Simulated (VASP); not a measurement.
# AlSi16 (a cell with a defect) in VASP: further runs

Runs on AlSi16 (a cell with a defect). Level: PBEsol. Tasks: single point.

Everything below comes from runs of VASP 6.6.1. Logs are shortened: lines on timing, memory, paths and dates and some standing lists are left out, and cuts for length are marked.

## 1. The cell of the first run

The cell holds a defect, 17 atoms: a = 7.679 Å, b = 7.679 Å, c = 7.679 Å, α = 60.00°, β = 60.00°, γ = 60.00°.

## 2. Single point, PBEsol, collinear spin, zero start

File INCAR:

```
SYSTEM = AlSi16
PREC = Accurate ; ENCUT = 520
EDIFF = 1E-7 ; ISMEAR = 0
SIGMA = 0.05 ; LREAL = Auto
LASPH = .TRUE. ; NELM = 150
ALGO = Normal ; ISIF = 2
LWAVE = .FALSE. ; LCHARG = .TRUE.
ISPIN = 2 ; MAGMOM = 0 0 0 0 0 0 0 0 0 0 0 0 0 0 0 0 0
LORBIT = 11 ; GGA = PS
LELF = .TRUE. ; LVHAR = .TRUE.
NBANDS = 52
```

File KPOINTS:

```
regular mesh
0
G
  2 2 2
  0 0 0
```

File POSCAR:

```
AlSi16
1.0
    0.0000000000      5.4300000000      5.4300000000
    5.4300000000      0.0000000000      5.4300000000
    5.4300000000      5.4300000000      0.0000000000
Si Al
16 1
Direct
    0.0423374770     -0.0125227440     -0.0154463168
    0.1310929098      0.1285744936      0.1254975138
   -0.0146069982      0.0165232044      0.4985069982
    0.1311043278      0.1285754144      0.6137533149
   -0.0144237569      0.5016104972      0.0133311234
    0.1314563536      0.6166480663      0.1254090239
   -0.0143906998      0.5016129834      0.4984080110
    0.0575382136      0.6492573665      0.6460792818
    0.5038716390      0.0105202578      0.0073523020
    0.6700848066      0.1114822284      0.1086888582
    0.5038815838      0.0105230203      0.4772034991
    0.6098290055      0.1631748619      0.6129619705
    0.5041976980      0.4800286372      0.0073558932
    0.6099813076      0.6160474217      0.1601181400
    0.4324695212      0.5242431860      0.5211413444
    0.6100063536      0.6160755985      0.6127903315
    0.6263896869      0.7928324125      0.7898810313
```

Potentials or basis: VASP PAW PBE potentials, release 64 (Si, Al).

Launch:

```
cat potpaw_PBE.64/Si/POTCAR potpaw_PBE.64/Al/POTCAR > POTCAR
mpirun -np 1 vasp_std > vasp.out
```

OUTCAR:

```text
SYSTEM = AlSi16
   PREC = Accurate
   ENCUT = 520
   EDIFF = 1E-7
   ISMEAR = 0
   LREAL = Auto
   LASPH = .TRUE.
   NELM = 150
   ISIF = 2
   ISPIN = 2
   LORBIT = 11
   GGA = PS

 ion  position               nearest neighbor table
   1  0.042  0.987  0.985-  10 2.33   6 2.34   2 2.34   4 2.34
   2  0.131  0.129  0.125-   1 2.34   9 2.34   3 2.34   5 2.34
   3  0.985  0.017  0.499-   8 2.33   2 2.34   4 2.34  12 2.36  17 3.21
   4  0.131  0.129  0.614-   1 2.34  11 2.34   3 2.34   7 2.34
   5  0.986  0.502  0.013-   8 2.33   6 2.34   2 2.34  14 2.36  17 3.21
   6  0.131  0.617  0.125-   1 2.34  13 2.34   5 2.34   7 2.34
   7  0.986  0.502  0.498-   8 2.33   6 2.34   4 2.34  16 2.36  17 3.21
   8  0.058  0.649  0.646-   3 2.33   7 2.33   5 2.33  15 2.35  17 2.70
   9  0.504  0.011  0.007-  10 2.33   2 2.34  17 2.47  12 2.48  14 2.48
  10  0.670  0.111  0.109-  13 2.33   9 2.33  11 2.33   1 2.33
  11  0.504  0.011  0.477-  10 2.33   4 2.34  17 2.47  12 2.48  16 2.48
  12  0.610  0.163  0.613-  15 2.30   3 2.36  17 2.43  11 2.48   9 2.48
  13  0.504  0.480  0.007-  10 2.33   6 2.34  17 2.47  16 2.48  14 2.48
  14  0.610  0.616  0.160-  15 2.30   5 2.36  17 2.43   9 2.48  13 2.48
  15  0.432  0.524  0.521-  16 2.30  14 2.30  12 2.30   8 2.35
  16  0.610  0.616  0.613-  15 2.30   7 2.36  17 2.43  11 2.48  13 2.48
  17  0.626  0.793  0.790-  14 2.43  16 2.43  12 2.43  13 2.47   9 2.47  11 2.47   8 2.70   5 3.21
                             3 3.21   7 3.21

  LATTYP: Found a face centered cubic cell.
 ALAT       =    10.8600000000

  Lattice vectors:

 A1 = (   0.0000000000,   5.4300000000,   5.4300000000)
 A2 = (   5.4300000000,   0.0000000000,   5.4300000000)
 A3 = (   5.4300000000,   5.4300000000,   0.0000000000)

Analysis of symmetry for initial positions (statically):
=====================================================================
 Subroutine PRICEL returns:
 Original cell was already a primitive cell.

 Routine SETGRP: Setting up the symmetry group for a
 face centered cubic supercell.

 Subroutine GETGRP returns: Found  1 space group operations
 (whereof  1 operations were pure point group operations)
 out of a pool of 48 trial point group operations.

The static configuration has the point symmetry C_1 .

Analysis of symmetry for dynamics (positions and initial velocities):
=====================================================================
 Subroutine PRICEL returns:
 Original cell was already a primitive cell.

 Routine SETGRP: Setting up the symmetry group for a
 face centered cubic supercell.

 Subroutine GETGRP returns: Found  1 space group operations
 (whereof  1 operations were pure point group operations)
 out of a pool of 48 trial point group operations.

The dynamic configuration has the point symmetry C_1 .

Analysis of structural, dynamic, and magnetic symmetry:
=====================================================================
 Subroutine PRICEL returns:
 Original cell was already a primitive cell.

 Routine SETGRP: Setting up the symmetry group for a
 face centered cubic supercell.

 Subroutine GETGRP returns: Found  1 space group operations
 (whereof  1 operations were pure point group operations)
 out of a pool of 48 trial point group operations.

The overall configuration has the point symmetry C_1 .

 Subroutine INISYM returns: Found  1 space group operations
 (whereof  1 operations are pure point group operations),
 and found     1 'primitive' translations

----------------------------------------------------------------------------------------

                                     Primitive cell

  volume of cell :     320.2060

  direct lattice vectors                    reciprocal lattice vectors
     0.000000000  5.430000000  5.430000000    -0.092081031  0.092081031  0.092081031
     5.430000000  0.000000000  5.430000000     0.092081031 -0.092081031  0.092081031
     5.430000000  5.430000000  0.000000000     0.092081031  0.092081031 -0.092081031

  length of vectors
[... 43 lines left out ...]
  ---------------------------------------------------
  free energy    TOTEN  =       -92.06656289 eV

  energy without entropy =      -92.05401501  energy(sigma->0) =      -92.06028895

 E-fermi :   6.8388     XC(G=0):  -9.8040

 val. band max:        6.6240929454   @ k =   0.5000   0.5000   0.0000
 cond. band min:       6.8561609002   @ k =   0.0000   0.0000   0.0000
 fundamental gap:      0.2320679548
 Fermi energy:         6.8388196550

 spin component 1

 k-point     1 :       0.0000    0.0000    0.0000
  band No.  band energies     occupation
      1      -6.0024      1.00000
      2      -3.5709      1.00000
      3      -3.5322      1.00000
      4      -3.5320      1.00000
      5      -3.5115      1.00000
      6      -2.2019      1.00000
[... 373 lines left out ...]
     44      10.2038      0.00000
     45      10.2934      0.00000
 Fermi energy:         6.8388196550

 spin component 2

 k-point     1 :       0.0000    0.0000    0.0000
  band No.  band energies     occupation
      1      -6.0024      1.00000
      2      -3.5709      1.00000
      3      -3.5322      1.00000
      4      -3.5320      1.00000
      5      -3.5115      1.00000
      6      -2.2019      1.00000
[... 373 lines left out ...]
     44      10.2038      0.00000
     45      10.2934      0.00000
 [bands above 45 left out]

------------------------ aborting loop because EDIFF is reached ----------------------------------------

  FORCE on cell =-STRESS in cart. coord.  units (eV):
  Direction    XX          YY          ZZ          XY          YZ          ZX
  --------------------------------------------------------------------------------------
  -------------------------------------------------------------------------------------
  Total        6.4420056      6.4451226      6.4629176      0.9423816     -0.9312461      0.9326493
  in kB       32.2331088     32.2487049     32.3377439      4.7152847     -4.6595669      4.6665883
  external PRESSURE =      32.2731859 kB  Pullay stress =       0.0000000 kB

 VOLUME and BASIS-vectors are now :
 -----------------------------------------------------------------------------
  energy-cutoff  :      520.00
  volume of cell :      320.21
      direct lattice vectors                 reciprocal lattice vectors
     0.000000000  5.430000000  5.430000000    -0.092081031  0.092081031  0.092081031
     5.430000000  0.000000000  5.430000000     0.092081031 -0.092081031  0.092081031
     5.430000000  5.430000000  0.000000000     0.092081031  0.092081031 -0.092081031

 POSITION                                       TOTAL-FORCE (eV/Angst)
 -----------------------------------------------------------------------------------
     10.70813      5.57602      5.59189         0.067202     -0.066950     -0.064940
      1.37961      1.39329      1.40999         0.017311     -0.038140     -0.036967
      2.79661      8.05758      5.44040         0.019515     -0.019466     -0.019271
      4.03085      4.04458      1.41006         0.039708     -0.016500     -0.036636
      2.79613      5.42407      8.07542         0.018771     -0.019667     -0.020034
      4.02937      1.39478      4.06221         0.038471     -0.039185     -0.016505
[... 9 lines left out ...]
      6.67274      6.63979      6.65762         0.001627     -0.037666     -0.044410
      8.59413      7.69035      7.70638        -0.505355      0.507380      0.501940
 -----------------------------------------------------------------------------------
    total drift:                               -0.002132      0.004906     -0.012464

  FREE ENERGIE OF THE ION-ELECTRON SYSTEM (eV)
  ---------------------------------------------------
  free  energy   TOTEN  =       -92.0665628874 eV

  energy  without entropy=      -92.0540150061  energy(sigma->0) =      -92.06028895

 total charge

# of ion       s       p       d       tot
------------------------------------------
    1        0.744   0.955   0.000   1.699
    2        0.745   0.948   0.000   1.693
    3        0.748   0.937   0.000   1.685
    4        0.745   0.948   0.000   1.693
    5        0.748   0.937   0.000   1.685
    6        0.745   0.949   0.000   1.693
[... 9 lines left out ...]
   16        0.763   0.915   0.000   1.679
   17        0.479   0.380   0.000   0.859
--------------------------------------------------
tot         12.510  15.344   0.000  27.855

 magnetization (x)

# of ion       s       p       d       tot
------------------------------------------
    1       -0.000   0.000   0.000   0.000
    2        0.000   0.000   0.000   0.000
    3       -0.000  -0.000   0.000  -0.000
    4       -0.000   0.000   0.000   0.000
    5       -0.000   0.000   0.000  -0.000
    6       -0.000  -0.000   0.000  -0.000
[... 9 lines left out ...]
   16       -0.000  -0.000   0.000  -0.000
   17       -0.000  -0.000   0.000  -0.000
--------------------------------------------------
tot         -0.000  -0.000   0.000  -0.000
```

Run time: 4.5 min. Hardware: 1 thread of Intel Xeon 6975P-C (Granite Rapids), shared host; peak memory 0.7 GiB.

Results:

```
Free energy                                           : -92.0666 eV
Pressure                                              : 3.2 GPa
Largest force                                         : 0.875 eV/Å
Net moment                                            : 0.00 μB per cell
Valence electrons inside the program's atomic spheres : Si 1.70, 1.69, 1.67, 1.68, 1.72; Al 0.86
```

Forces in eV/Å, atoms in the order of the input:
```
Si   0.067 -0.067 -0.065
Si   0.017 -0.038 -0.037
Si   0.020 -0.019 -0.019
Si   0.040 -0.017 -0.037
Si   0.019 -0.020 -0.020
Si   0.038 -0.039 -0.017
Si   0.020 -0.020 -0.021
Si   0.008 -0.009 -0.009
Si  -0.014 -0.062 -0.064
Si   0.062 -0.062 -0.060
Si   0.061  0.013 -0.064
Si   0.042 -0.043 -0.001
Si   0.066 -0.065  0.018
Si   0.039 -0.002 -0.044
Si   0.019 -0.019 -0.017
Si   0.002 -0.038 -0.044
Al  -0.505  0.507  0.502
```

Stress tensor (GPa, compression positive):
```
 3.22  0.47  0.47
 0.47  3.22 -0.47
 0.47 -0.47  3.23
```

Caveat: the k points lie up to 0.50 Å⁻¹ apart; the PAW data sets were made with another functional, which shifts forces and pressure a little.

## 3. Single point, PBEsol, collinear spin, zero start

File INCAR:

```
SYSTEM = AlSi16
ALGO = Normal
EDIFF = 1E-6
ENCUT = 520
GGA = PS
ISIF = 2
ISMEAR = 0
ISPIN = 2
LASPH = .True.
LCHARG = .False.
LORBIT = 11
LREAL = Auto
LWAVE = .False.
MAGMOM = 0 0 0 0 0 0 0 0 0 0 0 0 0 0 0 0 0
NBANDS = 52
NELM = 150
PREC = Accurate
SIGMA = 0.05
```

File KPOINTS:

```
k-points
0
Gamma
  2 2 2
  0 0 0
```

File POSCAR:

```
AlSi16
1.0
    0.0000000000      5.4300000000      5.4300000000
    5.4300000000      0.0000000000      5.4300000000
    5.4300000000      5.4300000000      0.0000000000
Si Al
16 1
Direct
    0.0435960405     -0.0113538674     -0.0165687845
    0.1324884899      0.1295365562      0.1241317680
   -0.0084592081      0.0119857274      0.4978041436
    0.1324971455      0.1295409761      0.6129573665
   -0.0081284530      0.5032779926      0.0063288214
    0.1331683241      0.6180165746      0.1239720074
   -0.0081293738      0.5032781768      0.4976461326
    0.0864186924      0.6413137201      0.6356960405
    0.5089775322      0.0142289134      0.0083373849
    0.6742709024      0.1114963168      0.1067060773
    0.5089686004      0.0142091160      0.4676122468
    0.6179582873      0.1467894107      0.6171916206
    0.5096267956      0.4726588398      0.0084059853
    0.6182268877      0.6227112339      0.1411364641
    0.4578376611      0.5175658379      0.5118761510
    0.6182243094      0.6227384899      0.6170565378
    0.4596906998      0.8499450276      0.8447608656
```

Potentials or basis: VASP PAW PBE potentials, release 64 (Si, Al).

Launch:

```
cat potpaw_PBE.64/Si/POTCAR potpaw_PBE.64/Al/POTCAR > POTCAR
mpirun -np 1 vasp_std > vasp.out
```

Wall time 3.9 min (1 thread of Intel Xeon 6975P-C (Granite Rapids), shared host); peak memory 0.7 GiB.

It converged, with:

```yaml
Free_energy: -92.2632 eV
Pressure: 3.4 GPa
Largest_force: 0.789 eV/Å
Net_moment: 0.00 μB per cell
Valence_electrons_inside_the_program's_atomic_spheres: Si 1.70, 1.68, 1.69, 1.73, 1.67; Al 0.85
```

Forces in eV/Å, atoms in the order of the input:
```
Si  -0.017  0.018  0.013
Si  -0.013  0.007  0.008
Si  -0.031  0.031  0.012
Si  -0.005  0.012  0.008
Si  -0.030  0.012  0.030
Si  -0.007  0.006  0.017
Si  -0.013  0.030  0.030
Si  -0.090  0.089  0.086
Si   0.014  0.042  0.034
Si  -0.020  0.019  0.030
Si  -0.042 -0.014  0.035
Si  -0.061  0.062 -0.034
Si  -0.037  0.037 -0.016
Si  -0.065 -0.037  0.064
Si  -0.076  0.076  0.073
Si   0.036  0.066  0.064
Al   0.457 -0.456 -0.454
```

Stress tensor (GPa, compression positive):
```
 3.40  0.33  0.30
 0.33  3.40 -0.30
 0.30 -0.30  3.42
```

Levels at points of the mesh, in eV from the Fermi level:
Spin up:
```
           k point  band 30  band 31  band 32  band 33  band 34  band 35  band 36  band 37
(0.00, 0.00, 0.00)    -1.53    -0.78    -0.71    -0.71    -0.49    -0.22    -0.22     0.00
(0.50, 0.00, 0.00)    -1.48    -1.36    -1.36    -0.55     0.14     0.29     0.29     1.01
(0.00, 0.50, 0.00)    -1.50    -1.42    -1.37    -0.48     0.24     0.28     0.65     0.74
(0.00, 0.00, 0.50)    -1.49    -1.42    -1.37    -0.48     0.24     0.28     0.65     0.74
(0.50, 0.50, 0.50)    -1.49    -1.42    -1.37    -0.48     0.24     0.28     0.65     0.74
(0.50, 0.50, 0.00)    -2.04    -1.97    -1.82    -0.21     0.12     0.95     1.33     1.47
(0.00, 0.50, 0.50)    -2.04    -1.97    -1.82    -0.21     0.12     0.95     1.33     1.47
(0.50, 0.00, 0.50)    -2.04    -1.97    -1.82    -0.21     0.12     0.95     1.33     1.47
```
Spin down:
| k point | band 31 | band 32 | band 33 | band 34 | band 35 | band 36 |
| --- | --- | --- | --- | --- | --- | --- |
| (0.00, 0.00, 0.00) | -0.78 | -0.71 | -0.71 | -0.49 | -0.22 | -0.22 |
| (0.50, 0.00, 0.00) | -1.36 | -1.36 | -0.55 | 0.14 | 0.29 | 0.29 |
| (0.00, 0.50, 0.00) | -1.42 | -1.37 | -0.48 | 0.24 | 0.28 | 0.65 |
| (0.00, 0.00, 0.50) | -1.42 | -1.37 | -0.48 | 0.24 | 0.28 | 0.65 |
| (0.50, 0.50, 0.50) | -1.42 | -1.37 | -0.48 | 0.24 | 0.28 | 0.65 |
| (0.50, 0.50, 0.00) | -1.97 | -1.82 | -0.21 | 0.12 | 0.95 | 1.33 |
| (0.00, 0.50, 0.50) | -1.97 | -1.82 | -0.21 | 0.12 | 0.95 | 1.33 |
| (0.50, 0.00, 0.50) | -1.97 | -1.82 | -0.21 | 0.12 | 0.95 | 1.33 |

Caveat: the k points lie up to 0.50 Å⁻¹ apart; the PAW data sets were made with another functional, which shifts forces and pressure a little.

## 4. Single point, PBEsol, collinear spin, zero start

File INCAR:

```
SYSTEM = AlSi16
ALGO     = Normal         ! electronic algorithm
EDIFF    = 1E-6           ! SCF threshold, eV
ENCUT    = 520            ! plane-wave cutoff, eV
GGA      = PS             ! functional
ISIF     = 2              ! what is computed and relaxed
ISMEAR   = 0              ! smearing method
ISPIN    = 2              ! spin polarisation
LASPH    = .True.         ! aspherical terms in the spheres
LCHARG   = .False.        ! write CHGCAR
LORBIT   = 11             ! projections on sites
LREAL    = Auto         
LWAVE    = .False.        ! write WAVECAR
MAGMOM   = 0 0 0 0 0 0 0 0 0 0 0 0 0 0 0 0 0 ! initial moments
NBANDS   = 52             ! bands
NELM     = 150            ! most SCF steps
PREC     = Accurate       ! precision mode
SIGMA    = 0.05           ! smearing width, eV
```

KPOINTS is that of step 3.

File POSCAR:

```
AlSi16
1.0
    0.0000000000      5.4300000000      5.4300000000
    5.4300000000      0.0000000000      5.4300000000
    5.4300000000      5.4300000000      0.0000000000
Si Al
16 1
Direct
   -0.0210848066      0.0098442910      0.0053083794
    0.1256406998      0.1222692449      0.1317825046
    0.0132232044     -0.0244429098      0.5052714549
    0.1256190608      0.1222726519      0.6196431860
    0.0061543278      0.4967392265     -0.0010513812
    0.1226723757      0.6308681400      0.1229060773
    0.0061586556      0.4967378453      0.4974980663
    0.1393310313      0.6043177716      0.6278374770
    0.5111225599      0.0086708103      0.0045148250
    0.6171813076      0.1552787293      0.1134126151
    0.5111800184      0.0086437385      0.4749722836
    0.6394416206      0.1210403315      0.6194176796
    0.4986820442      0.5188837017     -0.0091199816
    0.6316306630      0.6303754144      0.1220223757
    0.5104833333      0.4957862799      0.4965258748
    0.6316472376      0.6303404236      0.6152945672
    0.3645645488      0.9130453959      0.8608330571
```

Launch:

```
cat potpaw_PBE.64/Si/POTCAR potpaw_PBE.64/Al/POTCAR > POTCAR
mpirun -np 1 vasp_std > vasp.out
```

It took 3.9 min on 1 thread of Intel Xeon 6975P-C (Granite Rapids), shared host; peak memory 0.7 GiB.

Results (log left out):

| Property | Result |
| --- | --- |
| Free energy | -92.4728 eV |
| Pressure | 3.5 GPa |
| Largest force | 0.266 eV/Å |
| Net moment | 0.00 μB per cell |
| Valence electrons inside the program's atomic spheres | Si 1.70, 1.67, 1.69, 1.75, 1.71, 1.68; Al 0.84 |

Forces in eV/Å, atoms in the order of the input:
```
Si  -0.013  0.012  0.025
Si  -0.012 -0.031  0.036
Si   0.056 -0.057  0.040
Si   0.030  0.014  0.037
Si   0.007 -0.029  0.032
Si  -0.005  0.005  0.008
Si   0.029 -0.007  0.031
Si   0.068 -0.066  0.047
Si  -0.007 -0.024  0.014
Si  -0.040  0.041 -0.029
Si   0.025  0.006  0.012
Si   0.039 -0.039 -0.023
Si  -0.053  0.053 -0.056
Si  -0.001 -0.007 -0.014
Si   0.033 -0.034 -0.016
Si   0.009 -0.001 -0.014
Al  -0.164  0.164 -0.129
```

Stress tensor (GPa, compression positive):
```
 3.53  0.06 -0.03
 0.06  3.53  0.03
-0.03  0.03  3.52
```

Levels at points of the mesh, in eV from the Fermi level:
Spin up:
```csv
k point,band 29,band 30,band 31,band 32,band 33,band 34,band 35,band 36,band 37,band 38
"(0.00, 0.00, 0.00)",-1.61,-1.59,-0.68,-0.66,-0.66,-0.30,-0.18,-0.17,0.00,0.00
"(0.50, 0.00, 0.00)",-1.52,-1.47,-1.34,-1.30,-0.53,0.28,0.49,0.68,0.80,0.85
"(0.00, 0.50, 0.00)",-1.46,-1.46,-1.31,-1.31,-0.53,0.19,0.43,0.44,0.97,0.98
"(0.00, 0.00, 0.50)",-1.52,-1.47,-1.34,-1.30,-0.52,0.27,0.47,0.66,0.81,0.87
"(0.50, 0.50, 0.50)",-1.52,-1.47,-1.34,-1.30,-0.52,0.27,0.47,0.66,0.81,0.87
"(0.50, 0.50, 0.00)",-2.07,-1.95,-1.92,-1.80,-0.20,0.20,1.09,1.38,1.47,1.50
"(0.00, 0.50, 0.50)",-2.07,-1.96,-1.92,-1.79,-0.20,0.20,1.09,1.38,1.48,1.50
"(0.50, 0.00, 0.50)",-2.07,-1.96,-1.92,-1.79,-0.20,0.20,1.09,1.38,1.48,1.50
```
Spin down:
| k point | band 31 | band 32 | band 33 | band 34 | band 35 | band 36 |
| --- | --- | --- | --- | --- | --- | --- |
| (0.00, 0.00, 0.00) | -0.68 | -0.66 | -0.66 | -0.30 | -0.18 | -0.17 |
| (0.50, 0.00, 0.00) | -1.34 | -1.30 | -0.53 | 0.28 | 0.49 | 0.68 |
| (0.00, 0.50, 0.00) | -1.31 | -1.31 | -0.53 | 0.19 | 0.43 | 0.44 |
| (0.00, 0.00, 0.50) | -1.34 | -1.30 | -0.52 | 0.27 | 0.47 | 0.66 |
| (0.50, 0.50, 0.50) | -1.34 | -1.30 | -0.52 | 0.27 | 0.47 | 0.66 |
| (0.50, 0.50, 0.00) | -1.92 | -1.80 | -0.20 | 0.20 | 1.09 | 1.38 |
| (0.00, 0.50, 0.50) | -1.92 | -1.79 | -0.20 | 0.20 | 1.09 | 1.38 |
| (0.50, 0.00, 0.50) | -1.92 | -1.79 | -0.20 | 0.20 | 1.09 | 1.38 |

Caveat: the k points lie up to 0.50 Å⁻¹ apart; the PAW data sets were made with another functional, which shifts forces and pressure a little.
